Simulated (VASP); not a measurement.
# GaSb3 in VASP: notebook, part 2 of 2

VASP 6.6.1. Earlier steps stand in the parts before.

### 3 Single point, PBEsol+D3(BJ)

This run uses another cell than the first one, of 21.25 Å³/atom, 0.922 times its volume.

File INCAR:

```
SYSTEM = GaSb3
PREC = Accurate ; ENCUT = 520
EDIFF = 1E-6 ; ISMEAR = 0
SIGMA = 0.15 ; LREAL = .False.
LASPH = .True. ; NELM = 80
ALGO = Normal ; ISIF = 2
LWAVE = .False. ; LCHARG = .False.
GGA = PS ; IVDW = 12
NBANDS = 22
```

File KPOINTS:

```
regular mesh
0
Gamma
  10 10 10
  0 0 0
```

File POSCAR:

```
GaSb3
1.0
    0.0000000000      3.4423420432      3.5857729617
    3.4423420432      0.0000000000      3.5857729617
    3.4423420432      3.4423420432      0.0000000000
Ga Sb
1 3
Direct
    0.0000000000      0.0000000000      0.0000000000
    0.2500000000      0.2500000000      0.2500000000
    0.7500000000      0.7500000000      0.7500000000
    0.5000000000      0.5000000000      0.5000000000
```

Potentials or basis: VASP PAW PBE potentials, release 64 (Ga_d, Sb).

On the command line:

```console
> cat potpaw_PBE.64/Ga_d/POTCAR potpaw_PBE.64/Sb/POTCAR > POTCAR
> mpirun -np 1 vasp_std > vasp.out
```

OUTCAR:

```text
SYSTEM = GaSb3
   PREC = Accurate
   ENCUT = 520
   EDIFF = 1E-6
   ISMEAR = 0
   LREAL = .False.
   LASPH = .True.
   NELM = 80
   ISIF = 2
   GGA = PS
   IVDW = 12
 IVDW          = 12

 ion  position               nearest neighbor table
   1  0.000  0.000  0.000-   3 3.02   3 3.02   3 3.02   2 3.02   3 3.02   2 3.02   2 3.02   2 3.02

   2  0.250  0.250  0.250-   1 3.02   1 3.02   1 3.02   1 3.02   4 3.02   4 3.02   4 3.02   4 3.02
                             3 3.44   3 3.44   3 3.44   3 3.44   3 3.59   3 3.59
   3  0.750  0.750  0.750-   4 3.02   4 3.02   4 3.02   1 3.02   4 3.02   1 3.02   1 3.02   1 3.02
                             2 3.44   2 3.44   2 3.44   2 3.44   2 3.59   2 3.59
[... 809 lines left out ...]
  -------------------------------------------------------------------------------------
  Total       4.58367     4.58367     2.98817     0.00000    -0.00000    -0.00000
  in kB      86.41787    86.41787    56.33709     0.00000    -0.00000    -0.00000
  external pressure =       76.39 kB  Pullay stress =        0.00 kB

 VOLUME and BASIS-vectors are now :
 -----------------------------------------------------------------------------
  energy-cutoff  :      520.00
  volume of cell :       84.98
      direct lattice vectors                 reciprocal lattice vectors
     0.000000000  3.442342043  3.585772962    -0.145249947  0.145249947  0.139439949
     3.442342043  0.000000000  3.585772962     0.145249947 -0.145249947  0.139439949
     3.442342043  3.442342043  0.000000000     0.145249947  0.145249947 -0.139439949

 POSITION                                       TOTAL-FORCE (eV/Angst)
 -----------------------------------------------------------------------------------
      0.00000      0.00000      0.00000        -0.000000      0.000000      0.000000
      1.72117      1.72117      1.79289         0.000000     -0.000000      0.000000
      5.16351      5.16351      5.37866        -0.000000     -0.000000     -0.000000
      3.44234      3.44234      3.58577        -0.000000      0.000000      0.000000
 -----------------------------------------------------------------------------------
    total drift:                               -0.000000      0.000000      0.000000

  FREE ENERGIE OF THE ION-ELECTRON SYSTEM (eV)
  ---------------------------------------------------
  free  energy   TOTEN  =       -18.1423767863 eV

  energy  without entropy=      -18.1232660862  energy(sigma->0) =      -18.13282144
```

OSZICAR:

```text
N       E                     dE             d eps       ncg     rms          rms(c)
DAV:   1     0.169356132162E+03    0.16936E+03   -0.11705E+04  4718   0.142E+03
DAV:   2     0.342173793986E+00   -0.16901E+03   -0.16182E+03  5024   0.344E+02
DAV:   3    -0.156083320686E+02   -0.15951E+02   -0.15533E+02  5502   0.855E+01
DAV:   4    -0.160415822701E+02   -0.43325E+00   -0.43191E+00  5048   0.147E+01
DAV:   5    -0.160524739163E+02   -0.10892E-01   -0.10889E-01  5626   0.241E+00    0.446E+00
DAV:   6    -0.160110583860E+02    0.41416E-01   -0.48685E-02  5824   0.288E+00    0.253E+00
DAV:   7    -0.159945694418E+02    0.16489E-01   -0.25060E-02  6040   0.140E+00    0.195E-01
DAV:   8    -0.159940474391E+02    0.52200E-03   -0.24342E-03  5436   0.530E-01    0.549E-02
DAV:   9    -0.159940188146E+02    0.28625E-04   -0.16190E-04  5430   0.842E-02    0.186E-02
DAV:  10    -0.159940147673E+02    0.40473E-05   -0.14865E-05  5464   0.337E-02    0.799E-03
DAV:  11    -0.159940143124E+02    0.45496E-06   -0.75472E-07  3244   0.660E-03
   1 F= -.18142377E+02 E0= -.18132821E+02  d E =-.191107E-01
```

Wall time 1.8 min (1 thread of Intel Xeon 6975P-C (Granite Rapids), shared host); peak memory 0.36 GiB.

Results:

```yaml
Free_energy: -18.1424 eV
Pressure: 7.6 GPa
Band_gap_on_the_k_mesh: zero (band 14 reaches 11.94 eV, above the bottom of band 15 at 7.60 eV)
Dispersion_energy_per_atom: -0.537 eV
```

Stress tensor (GPa, compression positive):
```
8.64 0.00 0.00
0.00 8.64 0.00
0.00 0.00 5.63
```

Caveat: the PAW data sets were made with another functional, which shifts forces and pressure a little; spin-orbit coupling is left out, which moves the levels of the heavy elements; pairwise dispersion overbinds metals, which lowers pressure and volume.

### 4 Single point, PBEsol+D3(BJ)

This run uses another cell than the first one, of 21.84 Å³/atom, 0.947 times its volume.

File INCAR:

```
PREC = Accurate ; ENCUT = 520
EDIFF = 1E-7 ; ISMEAR = 0
SIGMA = 0.15 ; LREAL = F
LASPH = T ; NELM = 100
ALGO = Normal ; ISIF = 2
LWAVE = F ; LCHARG = F
GGA = PS ; IVDW = 12
NBANDS = 22
```

File KPOINTS:

```
regular mesh
0
Gamma
  10 10 10
```

File POSCAR:

```
GaSb3
1.0
    0.0000000000      3.4900328236      3.5857729617
    3.4900328236      0.0000000000      3.5857729617
    3.4900328236      3.4900328236      0.0000000000
Ga Sb
1 3
Direct
    0.0000000000      0.0000000000      0.0000000000
    0.2500000000      0.2500000000      0.2500000000
    0.7500000000      0.7500000000      0.7500000000
    0.5000000000      0.5000000000      0.5000000000
```

Potentials or basis: VASP PAW PBE potentials, release 64 (Ga_d, Sb).

On the command line:

```console
> cat potpaw_PBE.64/Ga_d/POTCAR potpaw_PBE.64/Sb/POTCAR > POTCAR
> mpirun -np 1 vasp_std > vasp.out
```

OUTCAR:

```text
PREC = Accurate
   ENCUT = 520
   EDIFF = 1E-7
   ISMEAR = 0
   LREAL = F
   LASPH = T
   NELM = 100
   ISIF = 2
   GGA = PS
   IVDW = 12
 IVDW          = 12

 ion  position               nearest neighbor table
   1  0.000  0.000  0.000-   3 3.05   3 3.05   3 3.05   2 3.05   3 3.05   2 3.05   2 3.05   2 3.05

   2  0.250  0.250  0.250-   1 3.05   1 3.05   1 3.05   1 3.05   4 3.05   4 3.05   4 3.05   4 3.05
                             3 3.49   3 3.49   3 3.49   3 3.49   3 3.59   3 3.59
[... 808 lines left out ...]
  FORCE on cell =-STRESS in cart. coord.  units (eV):
  Direction    XX          YY          ZZ          XY          YZ          ZX
  --------------------------------------------------------------------------------------
  -------------------------------------------------------------------------------------
  Total       2.96581     2.96581     1.88382     0.00000     0.00000     0.00000
  in kB      54.39796    54.39796    34.55241     0.00000     0.00000     0.00000
  external pressure =       47.78 kB  Pullay stress =        0.00 kB

 VOLUME and BASIS-vectors are now :
 -----------------------------------------------------------------------------
  energy-cutoff  :      520.00
  volume of cell :       87.35
      direct lattice vectors                 reciprocal lattice vectors
     0.000000000  3.490032824  3.585772962    -0.143265128  0.143265128  0.139439949
     3.490032824  0.000000000  3.585772962     0.143265128 -0.143265128  0.139439949
     3.490032824  3.490032824  0.000000000     0.143265128  0.143265128 -0.139439949

 POSITION                                       TOTAL-FORCE (eV/Angst)
 -----------------------------------------------------------------------------------
      0.00000      0.00000      0.00000         0.000000     -0.000000      0.000000
      1.74502      1.74502      1.79289         0.000000      0.000000      0.000000
      5.23505      5.23505      5.37866        -0.000000     -0.000000     -0.000000
      3.49003      3.49003      3.58577         0.000000     -0.000000      0.000000
 -----------------------------------------------------------------------------------
    total drift:                               -0.000000      0.000000      0.000000

  FREE ENERGIE OF THE ION-ELECTRON SYSTEM (eV)
  ---------------------------------------------------
  free  energy   TOTEN  =       -18.2461153084 eV

  energy  without entropy=      -18.2285298728  energy(sigma->0) =      -18.23732259
```

It took 2.2 min on 1 thread of Intel Xeon 6975P-C (Granite Rapids), shared host; peak memory 0.37 GiB.

Results:

| Item | Value |
| --- | --- |
| Free energy | -18.2461 eV |
| Pressure | 4.8 GPa |
| Band gap on the k mesh | zero (band 14 reaches 11.38 eV, above the bottom of band 15 at 7.11 eV) |
| Dispersion energy per atom | -0.522 eV |

Stress tensor (GPa, compression positive):
```
5.44 0.00 0.00
0.00 5.44 0.00
0.00 0.00 3.46
```

Caveat: the PAW data sets were made with another functional, which shifts forces and pressure a little; spin-orbit coupling is left out, which moves the levels of the heavy elements; pairwise dispersion overbinds metals, which lowers pressure and volume.

### 5 Overview

```tsv
cell	gap on the mesh (eV)	pressure (GPa)
a = 5.071 Å, angles 60.0°, 4 atoms	none	0.1
a = 4.971, b = 4.971, c = 4.868 Å, angles 60.7, 60.7, 58.6°, 4 atoms	none	7.6
a = 5.004, b = 5.004, c = 4.936 Å, angles 60.4, 60.4, 59.1°, 4 atoms	none	4.8
```

Alike in all rows: task single point; level PBEsol+D3(BJ); potentials or basis VASP PAW PBE potentials, release 64 (Ga_d, Sb); no spin polarisation; k mesh 10 × 10 × 10; cutoff (eV) 520; smearing gaussian 0.15 eV.

Caveats: the PAW data sets were made with another functional, which shifts forces and pressure a little; spin-orbit coupling is left out, which moves the levels of the heavy elements; pairwise dispersion overbinds metals, which lowers pressure and volume.

Total energies depend on the potentials used, so only differences within one code and one set of settings carry meaning.
